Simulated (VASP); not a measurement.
# YAl5N6 (P31m) in VASP: notebook, part 2 of 2

VASP 6.6.1. Earlier steps stand in the parts before.

### 4 Single point, PBE

File INCAR:

```
PREC = Accurate ; ENCUT = 520
EDIFF = 1E-6 ; ISMEAR = 0
SIGMA = 0.02 ; LREAL = False
LASPH = True ; NELM = 100
ALGO = Normal ; ISIF = 2
LWAVE = False ; LCHARG = True
GGA = PE ; LELF = True
LVHAR = True ; NBANDS = 40
```

File KPOINTS:

```
regular mesh
0
Gamma
  6 6 6
```

File POSCAR:

```
YAl5N6
1.0
    5.6351682986      0.0000000289      0.0000000000
   -2.8175841743      4.8801988868      0.0000000000
    0.0000000000      0.0000000000      5.0988761000
Y Al N
1 5 6
Direct
    0.0000000000      0.0000000000      0.9751440000
    0.6666666667      0.3333333333      0.9965620000
    0.3333333333      0.6666666667      0.9965620000
    0.0000000000      0.3496660000      0.5019760000
    0.6503340000      0.6503340000      0.5019760000
    0.3496660000      0.0000000000      0.5019760000
    0.6666666667      0.3333333333      0.3737920000
    0.3333333333      0.6666666667      0.3737920000
    0.0000000000      0.0000000000      0.4424600000
    0.0000000000      0.3852310000      0.8719200000
    0.6147690000      0.6147690000      0.8719200000
    0.3852310000      0.0000000000      0.8719200000
```

Potentials or basis: VASP PAW PBE potentials, release 64 (Y_sv, Al, N).

Run with:

```
$ cat potpaw_PBE.64/Y_sv/POTCAR potpaw_PBE.64/Al/POTCAR potpaw_PBE.64/N/POTCAR > POTCAR
$ mpirun -np 1 vasp_std > vasp.out
```

OUTCAR:

```text
PREC = Accurate
   ENCUT = 520
   EDIFF = 1E-6
   ISMEAR = 0
   LREAL = False
   LASPH = True
   NELM = 100
   ISIF = 2
   GGA = PE

 ion  position               nearest neighbor table
   1  0.000  0.000  0.975-  12 2.23  10 2.23  11 2.23   9 2.38   9 2.72   6 3.12   4 3.12   5 3.12
                             2 3.26   3 3.26   2 3.26   3 3.26   2 3.26   3 3.26   6 3.33   4 3.33
   2  0.667  0.333  0.997-  10 1.86  12 1.86  11 1.86   7 1.92   4 3.12   6 3.12   5 3.12   4 3.16
                             6 3.16   5 3.16   3 3.25   3 3.25   3 3.25   1 3.26   1 3.26   1 3.26
   3  0.333  0.667  0.997-  12 1.86  10 1.86  11 1.86   8 1.92   6 3.12   4 3.12   5 3.12   6 3.16
                             4 3.16   5 3.16   2 3.25   2 3.25   2 3.25   1 3.26   1 3.26   1 3.26
   4  0.000  0.350  0.502-  10 1.90   7 1.95   8 1.95   9 1.99   1 3.12   2 3.12   3 3.12   2 3.16
                             3 3.16   5 3.18   5 3.18   6 3.18   6 3.18   1 3.33
   5  0.650  0.650  0.502-  11 1.90   8 1.95   7 1.95   9 1.99   1 3.12   3 3.12   2 3.12   3 3.16
                             2 3.16   4 3.18   6 3.18   4 3.18   6 3.18   1 3.33
   6  0.350  0.000  0.502-  12 1.90   8 1.95   7 1.95   9 1.99   1 3.12   3 3.12   2 3.12   3 3.16
[... 1255 lines left out ...]

  FORCE on cell =-STRESS in cart. coord.  units (eV):
  Direction    XX          YY          ZZ          XY          YZ          ZX
  --------------------------------------------------------------------------------------
  -------------------------------------------------------------------------------------
  Total       -0.2367786     -0.2367786     -0.1900397     -0.0000000     -0.0000000      0.0000000
  in kB       -2.7054163     -2.7054163     -2.1713814     -0.0000000     -0.0000000      0.0000000
  external PRESSURE =      -2.5274047 kB  Pullay stress =       0.0000000 kB

 VOLUME and BASIS-vectors are now :
 -----------------------------------------------------------------------------
  energy-cutoff  :      520.00
  volume of cell :      140.22
      direct lattice vectors                 reciprocal lattice vectors
     5.635168299  0.000000029  0.000000000     0.177456989  0.102454841  0.000000000
    -2.817584174  4.880198887  0.000000000    -0.000000001  0.204909681  0.000000000
     0.000000000  0.000000000  5.098876100     0.000000000  0.000000000  0.196121651

 POSITION                                       TOTAL-FORCE (eV/Angst)
 -----------------------------------------------------------------------------------
      0.00000      0.00000      4.97214         0.000000     -0.000000     -0.006550
      2.81758      1.62673      5.08135         0.000000     -0.000000      0.000474
     -0.00000      3.25347      5.08135         0.000000     -0.000000      0.000474
     -0.98521      1.70644      2.55951         0.001490     -0.002582      0.003760
      1.83237      3.17376      2.55951         0.001490      0.002582      0.003760
      1.97043      0.00000      2.55951        -0.002981     -0.000000      0.003760
      2.81758      1.62673      1.90592         0.000000     -0.000000     -0.006946
     -0.00000      3.25347      1.90592         0.000000     -0.000000     -0.006946
      0.00000      0.00000      2.25605         0.000000     -0.000000     -0.005983
     -1.08542      1.88000      4.44581        -0.002166      0.003751      0.004732
      1.73216      3.00020      4.44581        -0.002166     -0.003751      0.004732
      2.17084      0.00000      4.44581         0.004331      0.000000      0.004732
 -----------------------------------------------------------------------------------
    total drift:                                0.000001      0.000001      0.002451

  FREE ENERGIE OF THE ION-ELECTRON SYSTEM (eV)
  ---------------------------------------------------
  free  energy   TOTEN  =       -91.6640924643 eV

  energy  without entropy=      -91.6640924643  energy(sigma->0) =      -91.66409246
```

OSZICAR:

```text
N       E                     dE             d eps       ncg     rms          rms(c)
DAV:   1     0.248956965343E+03    0.24896E+03   -0.26944E+04  2720   0.130E+03
DAV:   2    -0.862855994772E+02   -0.33524E+03   -0.32251E+03  3544   0.274E+02
DAV:   3    -0.107522738729E+03   -0.21237E+02   -0.21126E+02  3744   0.685E+01
DAV:   4    -0.107968547404E+03   -0.44581E+00   -0.44507E+00  4200   0.889E+00
DAV:   5    -0.107972032111E+03   -0.34847E-02   -0.34845E-02  3584   0.848E-01    0.386E+01
DAV:   6    -0.914203412460E+02    0.16552E+02   -0.64489E+01  3304   0.365E+01    0.293E+01
DAV:   7    -0.917084250916E+02   -0.28808E+00   -0.53686E+00  3800   0.929E+00    0.209E+01
DAV:   8    -0.917664401639E+02   -0.58015E-01   -0.14293E+00  3192   0.570E+00    0.353E+00
DAV:   9    -0.916597356416E+02    0.10670E+00   -0.49090E-01  3264   0.323E+00    0.621E-01
DAV:  10    -0.916649352647E+02   -0.51996E-02   -0.64891E-02  3504   0.119E+00    0.496E-01
DAV:  11    -0.916637614271E+02    0.11738E-02   -0.52851E-03  3408   0.426E-01    0.208E-01
DAV:  12    -0.916641177115E+02   -0.35628E-03   -0.24544E-03  3888   0.260E-01    0.850E-02
DAV:  13    -0.916640804345E+02    0.37277E-04   -0.29209E-04  3472   0.950E-02    0.521E-02
DAV:  14    -0.916640910274E+02   -0.10593E-04   -0.55274E-05  3576   0.411E-02    0.124E-02
DAV:  15    -0.916640925693E+02   -0.15419E-05   -0.58406E-06  3432   0.118E-02    0.613E-03
DAV:  16    -0.916640924643E+02    0.10507E-06   -0.10177E-06  2400   0.664E-03
   1 F= -.91664092E+02 E0= -.91664092E+02  d E =-.734727E-44
```

stdout:

```text
POSCAR found type information on POSCAR Y AlN
 POSCAR found :  3 types and      12 ions
 scaLAPACK will be used
 LDA part: xc-table for (Slater+PW92), standard interpolation
 POSCAR, INCAR and KPOINTS ok, starting setup
 FFT: planning ... GRIDC
 FFT: planning ... GRID_SOFT
 FFT: planning ... GRID
 WAVECAR not read
 entering main loop
```

Wall time 3.7 min (1 thread of Intel Xeon Platinum 8488C (Sapphire Rapids), shared host); peak memory 0.35 GiB.

What came out:

* Free energy: -91.6641 eV
* Pressure: -0.3 GPa
* Largest force: 0.007 eV/Å
* Band gap on the k mesh: 3.31 eV (least direct gap 3.47 eV)

Forces in eV/Å, atoms in the order of the input:
```
Y    0.000  0.000 -0.007
Al   0.000  0.000  0.000
Al   0.000  0.000  0.000
Al   0.001 -0.003  0.004
Al   0.001  0.003  0.004
Al  -0.003  0.000  0.004
N    0.000  0.000 -0.007
N    0.000  0.000 -0.007
N    0.000  0.000 -0.006
N   -0.002  0.004  0.005
N   -0.002 -0.004  0.005
N    0.004  0.000  0.005
```

A k mesh can miss the band edges.

### 5 Single point, PBEsol

File INCAR:

```
ALGO = Normal
EDIFF = 1E-6
ENCUT = 520
GGA = PS
ISIF = 2
ISMEAR = 0
LASPH = True
LCHARG = False
LREAL = False
LWAVE = False
NBANDS = 40
NELM = 60
PREC = Accurate
SIGMA = 0.02
```

File KPOINTS:

```
k-points
0
Gamma
  6 6 6
```

POSCAR is that of step 4.

Run with:

```
$ cat potpaw_PBE.64/Y_sv/POTCAR potpaw_PBE.64/Al/POTCAR potpaw_PBE.64/N/POTCAR > POTCAR
$ mpirun -np 1 vasp_std > vasp.out
```

Run time: 3.8 min. Hardware: 1 thread of Intel Xeon Platinum 8488C (Sapphire Rapids), shared host; peak memory 0.35 GiB.

It converged, with:

```
Free energy            : -96.2975 eV
Pressure               : -3.6 GPa
Largest force          : 0.073 eV/Å
Band gap on the k mesh : 3.24 eV (least direct gap 3.40 eV)
```

Forces on the atoms (eV/Å):
```
Y    0.000  0.000 -0.051
Al   0.000  0.000  0.004
Al   0.000  0.000  0.004
Al   0.003 -0.006 -0.002
Al   0.003  0.006 -0.002
Al  -0.007  0.000 -0.002
N    0.000  0.000  0.008
N    0.000  0.000  0.008
N    0.000  0.000 -0.015
N    0.036 -0.062  0.016
N    0.036  0.062  0.016
N   -0.071  0.000  0.016
```

Stress tensor (GPa, compression positive):
```
-3.56  0.00  0.00
 0.00 -3.56  0.00
 0.00  0.00 -3.70
```

Levels at points of the mesh, in eV from the valence-band top:
```
           k point  band 25  band 26  band 27  band 28  band 29  band 30  band 31  band 32
(0.00, 0.00, 0.00)    -0.57    -0.55    -0.55    -0.16     3.24     3.55     3.55     5.47
(0.50, 0.00, 0.00)    -0.83    -0.78    -0.42     0.00     4.05     4.49     4.57     5.52
(0.00, 0.00, 0.50)    -0.93    -0.54    -0.54    -0.41     4.82     4.82     4.89     5.29
(0.50, 0.00, 0.50)    -1.10    -0.99    -0.70    -0.07     4.32     4.68     5.22     5.34
```

Caveat: the cell stands under tension; the PAW data sets were made with another functional, which shifts forces and pressure a little. A k mesh can miss the band edges.

### 6 The runs side by side

| level | k mesh | smearing | gap on the mesh (eV) | pressure (GPa) | largest force (eV/Å) |
| --- | --- | --- | --- | --- | --- |
| PBE | 6 × 6 × 4 | gaussian 0.1 eV | 3.31 | -0.2 | 0.01 |
| PBE | 6 × 6 × 6 | gaussian 0.02 eV | 3.31 | -0.3 | 0.01 |
| PBEsol | 6 × 6 × 6 | gaussian 0.02 eV | 3.24 | -3.6 | 0.07 |

Alike in all rows: task single point; potentials or basis VASP PAW PBE potentials, release 64 (Y_sv, Al, N); no spin polarisation; cell as given; cutoff (eV) 520.

On the cell as given the gap runs from 3.24 eV (PBEsol) to 3.31 eV (PBE); the meshes differ, which moves gaps too. The pressure there spans -3.6 GPa (PBEsol) to -0.2 GPa (PBE); a positive pressure means that this level wants a larger cell, a negative one a smaller.

Caveats: the cell stands under tension (at least some runs); the PAW data sets were made with another functional, which shifts forces and pressure a little (at least some runs).

Total energies depend on the potentials used, so only differences within one code and one set of settings carry meaning.
